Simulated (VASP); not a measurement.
# BN (P4_132) in VASP: further runs

The runs below take BN through single point, relaxation of cell and atoms, with PBE.

Everything below comes from runs of VASP 6.6.1. Logs are shortened: lines on timing, memory, paths and dates and some standing lists are left out, and cuts for length are marked.

### 1 The cell of the first run

It takes space group P4_132 (No. 213, cubic). The conventional cell has a = 4.019 Å, b = 4.019 Å, c = 4.019 Å, α = 90.00°, β = 90.00°, γ = 90.00°. Within 1.9 Å of B (site symmetry 32) lie 3 N at 1.42 Å. Within 1.9 Å of N (site symmetry 32) lie 3 B at 1.42 Å.

### 2 Single point, PBE

The input, INCAR:

```
SYSTEM = BN
PREC = Accurate
ENCUT = 520
EDIFF = 1E-6
ISMEAR = 0
SIGMA = 0.1
LREAL = .FALSE.
LASPH = .TRUE.
NELM = 80
ALGO = Normal
ISIF = 2
LWAVE = .FALSE.
LCHARG = .FALSE.
GGA = PE
NBANDS = 26
```

The input, KPOINTS:

```
Automatic mesh
0
G
  4 4 4
  0 0 0
```

The input, POSCAR:

```
BN
1.0
    4.0186292600      0.0000000000      0.0000000000
    0.0000000000      4.0186292600      0.0000000000
    0.0000000000      0.0000000000      4.0186292600
B N
4 4
Direct
    0.8750000000      0.8750000000      0.8750000000
    0.6250000000      0.1250000000      0.3750000000
    0.1250000000      0.3750000000      0.6250000000
    0.3750000000      0.6250000000      0.1250000000
    0.3750000000      0.3750000000      0.3750000000
    0.1250000000      0.6250000000      0.8750000000
    0.6250000000      0.8750000000      0.1250000000
    0.8750000000      0.1250000000      0.6250000000
```

Potentials or basis: VASP PAW PBE potentials, release 64 (B, N).

Run with:

```
cat potpaw_PBE.64/B/POTCAR potpaw_PBE.64/N/POTCAR > POTCAR
mpirun -np 1 vasp_std > vasp.out
```

OUTCAR:

```text
SYSTEM = BN
   PREC = Accurate
   ENCUT = 520
   EDIFF = 1E-6
   ISMEAR = 0
   LREAL = .FALSE.
   LASPH = .TRUE.
   NELM = 80
   ISIF = 2
   GGA = PE

 ion  position               nearest neighbor table
   1  0.875  0.875  0.875-   6 1.42   7 1.42   8 1.42
   2  0.625  0.125  0.375-   5 1.42   7 1.42   8 1.42
   3  0.125  0.375  0.625-   5 1.42   6 1.42   8 1.42
   4  0.375  0.625  0.125-   5 1.42   6 1.42   7 1.42
   5  0.375  0.375  0.375-   2 1.42   3 1.42   4 1.42
   6  0.125  0.625  0.875-   1 1.42   3 1.42   4 1.42
   7  0.625  0.875  0.125-   1 1.42   2 1.42   4 1.42
   8  0.875  0.125  0.625-   1 1.42   2 1.42   3 1.42

  LATTYP: Found a simple cubic cell.
 ALAT       =     4.0186292600

  Lattice vectors:

 A1 = (   4.0186292600,   0.0000000000,   0.0000000000)
 A2 = (   0.0000000000,   4.0186292600,   0.0000000000)
 A3 = (   0.0000000000,   0.0000000000,   4.0186292600)

Analysis of symmetry for initial positions (statically):
=====================================================================
 Subroutine PRICEL returns:
 Original cell was already a primitive cell.

 Routine SETGRP: Setting up the symmetry group for a
 simple cubic supercell.

 Subroutine GETGRP returns: Found 24 space group operations
 (whereof  3 operations were pure point group operations)
 out of a pool of 48 trial point group operations.

The static configuration has the point symmetry C_3 .
 The point group associated with its full space group is O   .

Analysis of symmetry for dynamics (positions and initial velocities):
=====================================================================
 Subroutine PRICEL returns:
 Original cell was already a primitive cell.

 Routine SETGRP: Setting up the symmetry group for a
 simple cubic supercell.

 Subroutine GETGRP returns: Found 24 space group operations
 (whereof  3 operations were pure point group operations)
 out of a pool of 48 trial point group operations.

The dynamic configuration has the point symmetry C_3 .
 The point group associated with its full space group is O   .

 Subroutine INISYM returns: Found 24 space group operations
 (whereof  3 operations are pure point group operations),
 and found     1 'primitive' translations

----------------------------------------------------------------------------------------

                                     Primitive cell

  volume of cell :      64.8984

  direct lattice vectors                    reciprocal lattice vectors
     4.018629260  0.000000000  0.000000000     0.248841069  0.000000000  0.000000000
     0.000000000  4.018629260  0.000000000     0.000000000  0.248841069  0.000000000
     0.000000000  0.000000000  4.018629260     0.000000000  0.000000000  0.248841069

  length of vectors
     4.018629260  4.018629260  4.018629260     0.248841069  0.248841069  0.248841069

  position of ions in fractional coordinates (direct lattice)
     0.875000000  0.875000000  0.875000000
     0.625000000  0.125000000  0.375000000
     0.125000000  0.375000000  0.625000000
     0.375000000  0.625000000  0.125000000
     0.375000000  0.375000000  0.375000000
     0.125000000  0.625000000  0.875000000
     0.625000000  0.875000000  0.125000000
     0.875000000  0.125000000  0.625000000

  ion indices of the primitive-cell ions
   primitive index   ion index
                 1           1
                 2           2
                 3           3
                 4           4
                 5           5
                 6           6
                 7           7
                 8           8

----------------------------------------------------------------------------------------

 KPOINTS: Automatic mesh

Automatic generation of k-mesh.
 Grid dimensions read from file:
 generate k-points for:    4    4    4

 Generating k-lattice:

  Cartesian coordinates                     Fractional coordinates (reciprocal lattice)
     0.062210267  0.000000000  0.000000000     0.250000000  0.000000000  0.000000000
     0.000000000  0.062210267  0.000000000     0.000000000  0.250000000  0.000000000
     0.000000000  0.000000000  0.062210267     0.000000000  0.000000000  0.250000000

  Length of vectors
     0.062210267  0.062210267  0.062210267

  Shift w.r.t. Gamma in fractional coordinates (k-lattice)
     0.000000000  0.000000000  0.000000000

 Subroutine IBZKPT returns following result:
 ===========================================

 Found     10 irreducible k-points:

 Following reciprocal coordinates:
            Coordinates               Weight
  0.000000  0.000000  0.000000      1.000000
  0.250000  0.000000  0.000000      6.000000
  0.500000  0.000000  0.000000      3.000000
  0.250000  0.250000  0.000000     12.000000
  0.500000  0.250000  0.000000     12.000000
  0.500000  0.500000  0.000000      3.000000
  0.250000  0.250000  0.250000      8.000000
  0.500000  0.250000  0.250000     12.000000
  0.500000  0.500000  0.250000      6.000000
  0.500000  0.500000  0.500000      1.000000
   k-points           NKPTS =     10   k-points in BZ     NKDIM =     10   number of bands    NBANDS=     26
   number of dos      NEDOS =    301   number of ions     NIONS =      8
   total plane-waves  NPLWV =  27000
   dimension x,y,z NGX =    30 NGY =   30 NGZ =   30
   dimension x,y,z NGXF=    60 NGYF=   60 NGZF=   60
   ions per type =               4   4
   NGX,Y,Z   is equivalent  to a cutoff of  12.41, 12.41, 12.41 a.u.
   NGXF,Y,Z  is equivalent  to a cutoff of  24.82, 24.82, 24.82 a.u.
 SYSTEM =  BN
   PREC   = accura    normal or accurate (medium, high low for compatibility)
   ISTART =      0    job   : 0-new  1-cont  2-samecut
   ICHARG =      2    charge: 1-file 2-atom 10-const
   ISPIN  =      1    spin polarized calculation?
   LNONCOLLINEAR =      F non collinear calculations
   LSORBIT =      F    spin-orbit coupling
   LASPH  =      T    aspherical Exc in radial PAW
   ENCUT  =  520.0 eV  38.22 Ry    6.18 a.u.   7.47  7.47  7.47*2*pi/ulx,y,z
   NELM   =     80;   NELMIN=  2; NELMDL= -5     # of ELM steps
   EDIFF  = 0.1E-05   stopping-criterion for ELM
   LREAL  =      F    real-space projection
   EDIFFG = 0.1E-04   stopping-criterion for IOM
   NSW    =      0    number of steps for IOM
   IBRION =     -1    ionic relax: 0-MD 1-quasi-New 2-CG
   NFREE  =      0    steps in history (QN), initial steepest desc. (CG)
   ISIF   =      2    stress and relaxation
   ISYM   =      2    0-nonsym 1-usesym 2-fastsym
   POTIM  = 0.5000    time-step for ionic-motion
   TEBEG  =    0.0;   TEEND  =   0.0 temperature during run
   PSTRESS=    0.0 pullay stress
   NELECT =      32.0000    total number of electrons
   NUPDOWN=      -1.0000    fix difference up-down
   EMIN   =  10.00;   EMAX   =-10.00  energy-range for DOS
   EFERMI =   0.00;   METHOD = LEGACY
   ISMEAR =     0;   SIGMA  =   0.10  broadening in eV -4-tet -1-fermi 0-gaus
   EFERMI_NEDOS =   21; number of points for ismear=-14 and -15
   IALGO  =     38    algorithm
   IMIX   =      4    mixing-type and parameters
     AMIX     =   0.40;   BMIX     =  1.00
     AMIX_MAG =   1.60;   BMIX_MAG =  1.00
  volume/ion in A,a.u.               =       8.11        54.74
  Fermi-wavevector in a.u.,A,eV,Ry     =   1.293342  2.444063 22.758939  1.672735
  Thomas-Fermi vector in A             =   2.424994
   LORBIT       =      0    0 simple, 1 ext, 2 COOP (PROOUT), +10 PAW based schemes
   GGA     = PE    functional components
   LHFCALC =     F    Hartree Fock is set to
   AEXX    =    0.0000 exact exchange contribution
   IVDW    =     0    specifies the selected vdW correction
   LEPSILON=     F    determine dielectric tensor
   LRPA    =     F    only Hartree local field effects (RPA)
 non-spin polarized calculation
 Gauss-broadening in eV      SIGMA  =   0.10
  energy-cutoff  :      520.00
  volume of cell :       64.90
 maximum number of plane-waves:      1763
 NGX is ok and might be reduce to    30
   NGX = 15   NGY = 15   NGZ = 15

 number of electron      32.0000008 magnetization

 Free energy of the ion-electron system (eV)
  ---------------------------------------------------
  ext. energy  EPLUGINS =         0.00000000
  ---------------------------------------------------
  free energy    TOTEN  =       -63.93498278 eV

  energy without entropy =      -63.93498278  energy(sigma->0) =      -63.93498278

 E-fermi :   5.7768     XC(G=0): -10.6198

 val. band max:        5.3473162525   @ k =   0.0000   0.0000   0.0000
 cond. band min:       6.6674276165   @ k =   0.5000   0.0000   0.0000
 fundamental gap:      1.3201113639
 Fermi energy:         5.7768057680

 k-point     1 :       0.0000    0.0000    0.0000
  band No.  band energies     occupation
      1     -14.7680      2.00000
      2     -11.5013      2.00000
      3     -11.5013      2.00000
      4     -11.5013      2.00000
      5      -3.5663      2.00000
      6      -3.5663      2.00000
[... 18 lines left out ...]
     25      17.6959      0.00000
     26      17.6959      0.00000

 k-point     2 :       0.2500    0.0000    0.0000
  band No.  band energies     occupation
      1     -14.4658      2.00000
      2     -12.5124      2.00000
      3     -11.3306      2.00000
      4     -10.9521      2.00000
      5      -4.5943      2.00000
      6      -4.1921      2.00000
[... 18 lines left out ...]
     25      17.4730      0.00000
     26      18.0293      0.00000

 k-point     3 :       0.5000    0.0000    0.0000
  band No.  band energies     occupation
      1     -13.6328      2.00000
      2     -13.6328      2.00000
      3     -10.9928      2.00000
      4     -10.9928      2.00000
      5      -4.8261      2.00000
      6      -4.8261      2.00000
[... 18 lines left out ...]
     25      17.5077      0.00000
     26      17.5077      0.00000

 k-point     4 :       0.2500    0.2500    0.0000
  band No.  band energies     occupation
      1     -14.1817      2.00000
      2     -12.6551      2.00000
      3     -11.5860      2.00000
      4     -10.9314      2.00000
      5      -4.9776      2.00000
      6      -4.4091      2.00000
[... 18 lines left out ...]
     25      17.0478      0.00000
     26      18.3093      0.00000

 k-point     5 :       0.5000    0.2500    0.0000
  band No.  band energies     occupation
      1     -13.4302      2.00000
      2     -13.4302      2.00000
      3     -11.2984      2.00000
      4     -11.2984      2.00000
      5      -4.9303      2.00000
      6      -4.9303      2.00000
[... 18 lines left out ...]
     25      17.3809      0.00000
     26      17.3809      0.00000

 k-point     6 :       0.5000    0.5000    0.0000
  band No.  band energies     occupation
      1     -13.1510      2.00000
      2     -13.1510      2.00000
      3     -11.6812      2.00000
      4     -11.6812      2.00000
      5      -4.9694      2.00000
      6      -4.9694      2.00000
[... 18 lines left out ...]
     25      17.1291      0.00000
     26      17.1291      0.00000

 k-point     7 :       0.2500    0.2500    0.2500
  band No.  band energies     occupation
      1     -13.9131      2.00000
      2     -12.6538      2.00000
      3     -11.7827      2.00000
      4     -11.0802      2.00000
      5      -5.3115      2.00000
      6      -4.6114      2.00000
[... 18 lines left out ...]
     25      17.0661      0.00000
     26      17.8929      0.00000

 k-point     8 :       0.5000    0.2500    0.2500
  band No.  band energies     occupation
      1     -13.2251      2.00000
      2     -13.2251      2.00000
      3     -11.5322      2.00000
      4     -11.5322      2.00000
      5      -5.2077      2.00000
      6      -5.2077      2.00000
[... 18 lines left out ...]
     25      17.1216      0.00000
     26      17.1216      0.00000

 k-point     9 :       0.5000    0.5000    0.2500
  band No.  band energies     occupation
      1     -12.9277      2.00000
      2     -12.9277      2.00000
      3     -11.8666      2.00000
      4     -11.8666      2.00000
      5      -5.2904      2.00000
      6      -5.2904      2.00000
[... 18 lines left out ...]
     25      16.9309      0.00000
     26      16.9309      0.00000

 k-point    10 :       0.5000    0.5000    0.5000
  band No.  band energies     occupation
      1     -12.3822      2.00000
      2     -12.3822      2.00000
      3     -12.3822      2.00000
      4     -12.3822      2.00000
      5      -5.1623      2.00000
      6      -5.1623      2.00000
[... 18 lines left out ...]
     25      17.3394      0.00000
     26      17.3394      0.00000

------------------------ aborting loop because EDIFF is reached ----------------------------------------

  FORCE on cell =-STRESS in cart. coord.  units (eV):
  Direction    XX          YY          ZZ          XY          YZ          ZX
  --------------------------------------------------------------------------------------
  -------------------------------------------------------------------------------------
  Total       12.1524879     12.1524879     12.1524879     -0.0000000      0.0000000     -0.0000000
  in kB      300.0142993    300.0142993    300.0142993     -0.0000000      0.0000000     -0.0000000
  external PRESSURE =     300.0142993 kB  Pullay stress =       0.0000000 kB

 VOLUME and BASIS-vectors are now :
 -----------------------------------------------------------------------------
  energy-cutoff  :      520.00
  volume of cell :       64.90
      direct lattice vectors                 reciprocal lattice vectors
     4.018629260  0.000000000  0.000000000     0.248841069  0.000000000  0.000000000
     0.000000000  4.018629260  0.000000000     0.000000000  0.248841069  0.000000000
     0.000000000  0.000000000  4.018629260     0.000000000  0.000000000  0.248841069

 POSITION                                       TOTAL-FORCE (eV/Angst)
 -----------------------------------------------------------------------------------
      3.51630      3.51630      3.51630        -0.000000     -0.000000      0.000000
      2.51164      0.50233      1.50699         0.000000     -0.000000     -0.000000
      0.50233      1.50699      2.51164        -0.000000     -0.000000     -0.000000
      1.50699      2.51164      0.50233        -0.000000     -0.000000     -0.000000
      1.50699      1.50699      1.50699         0.000000      0.000000      0.000000
      0.50233      2.51164      3.51630        -0.000000      0.000000     -0.000000
      2.51164      3.51630      0.50233        -0.000000     -0.000000     -0.000000
      3.51630      0.50233      2.51164        -0.000000      0.000000     -0.000000
 -----------------------------------------------------------------------------------
    total drift:                                0.000000     -0.000000      0.000000

  FREE ENERGIE OF THE ION-ELECTRON SYSTEM (eV)
  ---------------------------------------------------
  free  energy   TOTEN  =       -63.9349827828 eV

  energy  without entropy=      -63.9349827828  energy(sigma->0) =      -63.93498278
```

It took 13 s on 1 thread of Intel Xeon 6975P-C (Granite Rapids), shared host; peak memory 0.16 GiB.

Results:

```
Free energy            : -63.9350 eV
Pressure               : 30.0 GPa
Band gap on the k mesh : 1.32 eV, indirect (least direct gap 2.00 eV)
```

Levels at points of the mesh, in eV from the valence-band top:
```csv
k point,band 14,band 15,band 16,band 17,band 18,band 19
"(0.00, 0.00, 0.00)",-3.16,-3.16,0.00,2.14,2.14,2.14
"(0.50, 0.00, 0.00)",-2.78,-1.81,-1.81,1.32,1.32,4.89
"(0.50, 0.50, 0.00)",-2.71,-0.82,-0.82,1.99,1.99,4.84
"(0.50, 0.50, 0.50)",-2.04,-2.04,-2.04,3.23,3.23,3.23
```

### 3 Single point, PBE

This run uses another cell than the first one, of 9.04 Å³/atom, 1.114 times its volume.

The input, INCAR:

```
SYSTEM = BN
  PREC = Accurate
  ENCUT = 520
  EDIFF = 1E-6
  ISMEAR = 0
  SIGMA = 0.1
  LREAL = .False.
  LASPH = .True.
  NELM = 60
  ALGO = Normal
  ISIF = 2
  LWAVE = .False.
  LCHARG = .False.
  GGA = PE
  NBANDS = 26
```

The input, KPOINTS:

```
regular mesh
0
Gamma
  4 4 4
  0 0 0
```

POSCAR: that of step 2 with these lines changed.

```diff
@@ -2,5 +2,5 @@
 1.0
-    4.0186292600      0.0000000000      0.0000000000
-    0.0000000000      4.0186292600      0.0000000000
-    0.0000000000      0.0000000000      4.0186292600
+    4.1659910431      0.0000000000      0.0000000000
+    0.0000000000      4.1659910431      0.0000000000
+    0.0000000000      0.0000000000      4.1659910431
 B N
```

Potentials or basis: VASP PAW PBE potentials, release 64 (B, N).

Run with:

```
cat potpaw_PBE.64/B/POTCAR potpaw_PBE.64/N/POTCAR > POTCAR
mpirun -np 1 vasp_std > vasp.out
```

It took 9.2 s on 1 thread of Intel Xeon 6975P-C (Granite Rapids), shared host; peak memory 0.16 GiB.

It converged, with:

```yaml
Free_energy: -64.5843 eV
Pressure: 0.1 GPa
Band_gap_on_the_k_mesh: 1.31 eV, indirect (least direct gap 1.95 eV)
```

Levels at points of the mesh, in eV from the valence-band top:
```
           k point  band 13  band 14  band 15  band 16  band 17  band 18  band 19  band 20
(0.00, 0.00, 0.00)    -2.78    -2.78    -2.78     0.00     2.12     2.12     2.12     3.90
(0.50, 0.00, 0.00)    -2.51    -2.51    -1.60    -1.60     1.31     1.31     4.58     4.58
(0.50, 0.50, 0.00)    -2.48    -2.48    -0.73    -0.73     1.87     1.87     4.52     4.52
(0.50, 0.50, 0.50)    -1.90    -1.90    -1.90    -1.90     3.02     3.02     3.02     3.02
```

A k mesh can miss the band edges. A hybrid or GW would open this gap; PBE tends to underestimate it.

### 4 Relaxation of cell and atoms, PBE

The input, INCAR:

```
SYSTEM = BN
PREC = Accurate ; ENCUT = 600
EDIFF = 1E-6 ; ISMEAR = 0
SIGMA = 0.1 ; LREAL = .False.
LASPH = .True. ; NELM = 80
ALGO = Normal ; ISIF = 3
LWAVE = .False. ; LCHARG = .False.
GGA = PE ; IBRION = 2
NSW = 90 ; EDIFFG = -0.04
```

The input, KPOINTS:

```
Automatic mesh
0
Gamma
  4 4 4
  0 0 0
```

POSCAR: that of step 3 with these lines changed.

```diff
@@ -2,5 +2,5 @@
 1.0
-    4.1659910431      0.0000000000      0.0000000000
-    0.0000000000      4.1659910431      0.0000000000
-    0.0000000000      0.0000000000      4.1659910431
+    4.0186292600      0.0000000000      0.0000000000
+    0.0000000000      4.0186292600      0.0000000000
+    0.0000000000      0.0000000000      4.0186292600
 B N
```

Run with:

```
cat potpaw_PBE.64/B/POTCAR potpaw_PBE.64/N/POTCAR > POTCAR
mpirun -np 1 vasp_std > vasp.out
```

Run time: 23 s. Hardware: 1 thread of Intel Xeon 6975P-C (Granite Rapids), shared host; peak memory 0.17 GiB.

Results (log left out):

```yaml
Free_energy: -64.5833 eV
Relaxed_volume: 9.05 Å³/atom
Relaxed_cell: a = 4.168 Å, b = 4.168 Å, c = 4.168 Å, α = 90.00°, β = 90.00°, γ = 90.00°
Space_group_after_relaxing_to_0.05_Å: P4_132 (No. 213)
Energy_gained_by_relaxing: 79.4 meV/atom
Ionic_steps: 3
Pressure_after_relaxing: -0.3 GPa
Band_gap_on_the_k_mesh: 1.31 eV, indirect (least direct gap 1.95 eV)
```

Step by step:
| step | energy change (eV) | largest force (eV/Å) | pressure (GPa) | volume (Å³) |
| --- | --- | --- | --- | --- |
| 1 | 0.0000 | 0.0000 | 29.84 | 64.90 |
| 2 | -0.1229 | 0.0000 | -19.37 | 80.15 |
| 3 | -0.6355 | 0.0000 | -0.33 | 72.43 |

Final structure:
```yaml
crystal:
  lattice:
    - [4.16837, 0.00000, 0.00000]
    - [0.00000, 4.16837, 0.00000]
    - [0.00000, 0.00000, 4.16837]
  atoms:
    - { symbol: B, position: [0.87500, 0.87500, 0.87500] }
    - { symbol: B, position: [0.62500, 0.12500, 0.37500] }
    - { symbol: B, position: [0.12500, 0.37500, 0.62500] }
    - { symbol: B, position: [0.37500, 0.62500, 0.12500] }
    - { symbol: N, position: [0.37500, 0.37500, 0.37500] }
    - { symbol: N, position: [0.12500, 0.62500, 0.87500] }
    - { symbol: N, position: [0.62500, 0.87500, 0.12500] }
    - { symbol: N, position: [0.87500, 0.12500, 0.62500] }
```

Levels at points of the mesh, in eV from the valence-band top:
| k point | band 13 | band 14 | band 15 | band 16 | band 17 | band 18 | band 19 | band 20 |
| --- | --- | --- | --- | --- | --- | --- | --- | --- |
| (0.00, 0.00, 0.00) | -2.78 | -2.78 | -2.78 | 0.00 | 2.12 | 2.12 | 2.12 | 3.90 |
| (0.50, 0.00, 0.00) | -2.51 | -2.51 | -1.60 | -1.60 | 1.31 | 1.31 | 4.57 | 4.57 |
| (0.50, 0.50, 0.00) | -2.48 | -2.48 | -0.73 | -0.73 | 1.86 | 1.86 | 4.51 | 4.51 |
| (0.50, 0.50, 0.50) | -1.90 | -1.90 | -1.90 | -1.90 | 3.01 | 3.01 | 3.01 | 3.01 |

A k mesh can miss the band edges. A hybrid or GW would open this gap; PBE tends to underestimate it.

[end of part 1 of 2]
